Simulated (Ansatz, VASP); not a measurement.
Given: the input of a run of Ansatz 0.2.0 on Sn.

File input.yaml:

```yaml
crystal:
  lattice:
    - [0.0, 3.2758916636, 3.2758916636]
    - [3.2758916636, 0.0, 3.2758916636]
    - [3.2758916636, 3.2758916636, 0.0]
  atoms:
    - { symbol: Sn, position: [0.75, 0.75, 0.75] }
    - { symbol: Sn, position: [0.5, 0.5, 0.5] }
kpoints:
  mp_grid: { grid: [7, 7, 7] }
scf:
  occupations: { method: fermi_dirac, width: 0.05 }
hamiltonian:
  xc: pbesol
  pseudopotentials: { kind: all_electron, lapw: { basis_error: 0.0005 } }
output:
  forces: true
  stress: true
  eigenvalues: true
```

Potentials or basis: all-electron LAPW, scalar-relativistic.

Run with:

```bash
$ ansatz run input.yaml --threads 1 --pin off --max-ram 3072MiB --backend cpu --events-out ev --progress --plain --runs-dir out
```

Translate it to VASP 6.6.1. Potentials there: VASP PAW PBE potentials, release 64 (Sn_d).

As run (the cutoff follows the program's own potentials):

Contents of INCAR:

```
SYSTEM = Sn
PREC     = Accurate       ! precision mode
ENCUT    = 520            ! plane-wave cutoff, eV
EDIFF    = 1E-6           ! SCF threshold, eV
ISMEAR   = -1             ! smearing method
SIGMA    = 0.05           ! smearing width, eV
LREAL    = .False.        ! projectors in reciprocal space
LASPH    = .True.         ! aspherical terms in the spheres
NELM     = 100            ! most SCF steps
ALGO     = Normal         ! electronic algorithm
ISIF     = 2              ! what is computed and relaxed
LWAVE    = .False.        ! write WAVECAR
LCHARG   = .False.        ! write CHGCAR
GGA      = PS             ! functional
NBANDS   = 21             ! bands
```

KPOINTS

```
Automatic mesh
0
Gamma
  7 7 7
  0 0 0
```

POSCAR

```
Sn
1.0
    0.0000000000      3.2758916636      3.2758916636
    3.2758916636      0.0000000000      3.2758916636
    3.2758916636      3.2758916636      0.0000000000
Sn
2
Direct
    0.7500000000      0.7500000000      0.7500000000
    0.5000000000      0.5000000000      0.5000000000
```

Potentials or basis: VASP PAW PBE potentials, release 64 (Sn_d).

Launch:

```console
$ cat potpaw_PBE.64/Sn_d/POTCAR > POTCAR
$ mpirun -np 1 vasp_std > vasp.out
```

Both were run:

|  | VASP | Ansatz | Ansatz less VASP |
| --- | --- | --- | --- |
| gap on the k mesh at the Fermi level (eV) | none | none | - |
| pressure (GPa) | -0.3 | -0.2 | +0.07 |

VASP's potentials were made for PBE, not for PBEsol. A gap of «none» marks a metal or a gap that the smearing closes. Ansatz ran all-electron here, and VASP with PAW potentials.
